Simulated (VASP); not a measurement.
# SbPt: single point with LDA

The system is SbPt.

```xyz
4
Lattice="4.2110 0.0000 0.0000 -2.1055 3.6468 0.0000 0.0000 0.0000 5.5793" Properties=species:S:1:pos:R:3 pbc="T T T"
Sb    0.0000    2.4312    1.3948
Sb    2.1055    1.2156    4.1845
Pt    0.0000    0.0000    0.0000
Pt    0.0000    0.0000    2.7897
```

```json
{
  "Program": "VASP 6.6.1",
  "Task": "single point",
  "Functional": "LDA",
  "Potentials or basis": "VASP PAW LDA potentials, release 64 (Sb, Pt)",
  "Cutoff": "520 eV",
  "k mesh": "11 × 11 × 8",
  "Occupations": "fermi-dirac, width 0.08 eV",
  "Spin": "no spin polarisation",
  "Dipole correction": "no",
  "Further INCAR settings": "ALGO = Normal; EDIFF = 1e-07; NBANDS = 23"
}
```

| Property | Result |
| --- | --- |
| Pressure | -7.5 GPa |
| Band gap on the k mesh | zero (bands 15 and 16 overlap by 3.70 eV) |

Stress tensor (GPa, compression positive):
```
-6.82  0.00  0.00
 0.00 -6.82  0.00
 0.00  0.00 -8.76
```

Levels at points of the mesh, in eV from the Fermi level:
| k point | band 13 | band 14 | band 15 | band 16 | band 17 | band 18 |
| --- | --- | --- | --- | --- | --- | --- |
| (0.00, 0.00, 0.00) | -0.01 | -0.01 | 0.68 | 2.23 | 2.49 | 3.21 |
| (0.00, 0.00, 0.50) | -1.26 | -1.26 | 2.25 | 2.25 | 2.25 | 2.25 |

Wall time 2 min on 1 thread of Intel Xeon 8259CL (shared host), peak memory 0.27 GiB.

Caveat: the cell stands under tension; spin-orbit coupling is left out, which moves the levels of the heavy elements.
